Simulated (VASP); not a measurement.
A run of VASP 6.6.1 is set up as follows.

POSCAR

```
SrO
1.0
    0.0000000000      2.5798923523      2.6348440595
    2.5798923523      0.0000000000      2.6348440595
    2.5798923523      2.5798923523      0.0000000000
Sr O
1 1
Direct
    0.0000000000      0.0000000000      0.0000000000
    0.5000000000      0.5000000000      0.5000000000
```

The input INCAR.step1:

```
SYSTEM = SrO
PREC     = Accurate       ! precision mode
ENCUT    = 520            ! plane-wave cutoff, eV
ISMEAR   = 0              ! smearing method
SIGMA    = 0.01           ! smearing width, eV
LREAL    = .False.        ! projectors in reciprocal space
LASPH    = .True.         ! aspherical terms in the spheres
NELM     = 80             ! most SCF steps
NBANDS   = 15             ! bands
GGA      = PE             ! functional
ALGO     = Normal         ! electronic algorithm
EDIFF    = 1E-4           ! SCF threshold, eV
LWAVE    = .True.         ! write WAVECAR
LCHARG   = .False.        ! write CHGCAR
```

Contents of INCAR.step2:

```
SYSTEM = SrO
PREC     = Accurate       ! precision mode
ENCUT    = 520            ! plane-wave cutoff, eV
EDIFF    = 1E-6           ! SCF threshold, eV
ISMEAR   = 0              ! smearing method
SIGMA    = 0.01           ! smearing width, eV
LREAL    = .False.        ! projectors in reciprocal space
LASPH    = .True.         ! aspherical terms in the spheres
NELM     = 80             ! most SCF steps
ALGO     = Normal         ! electronic algorithm
ISIF     = 2              ! what is computed and relaxed
LWAVE    = .False.        ! write WAVECAR
LCHARG   = .False.        ! write CHGCAR
METAGGA  = R2SCAN         ! meta-GGA
LMIXTAU  = .True.       
NBANDS   = 15             ! bands
ISTART   = 1
```

KPOINTS

```
regular mesh
0
Gamma
  8 8 8
  0 0 0
```

Potentials or basis: VASP PAW PBE potentials, release 64 (Sr_sv, O).

Command:

```sh
$ cat potpaw_PBE.64/Sr_sv/POTCAR potpaw_PBE.64/O/POTCAR > POTCAR
$ cp INCAR.step1 INCAR
$ mpirun -np 1 vasp_std > vasp.out
$ cp INCAR.step2 INCAR
$ mpirun -np 1 vasp_std > vasp.out
```

Predict the pressure.

-1.3 GPa.

Predict the band gap on the k mesh.

3.71 eV (least direct gap 3.81 eV).

Stress tensor (GPa, compression positive):
```
-0.47  0.00  0.00
 0.00 -0.47  0.00
 0.00  0.00 -3.01
```

Caveat: the cell differs from its parent crystal (uniaxial z strain +2.1%); the PAW data sets were made with another functional, which shifts forces and pressure a little. A k mesh can miss the band edges.
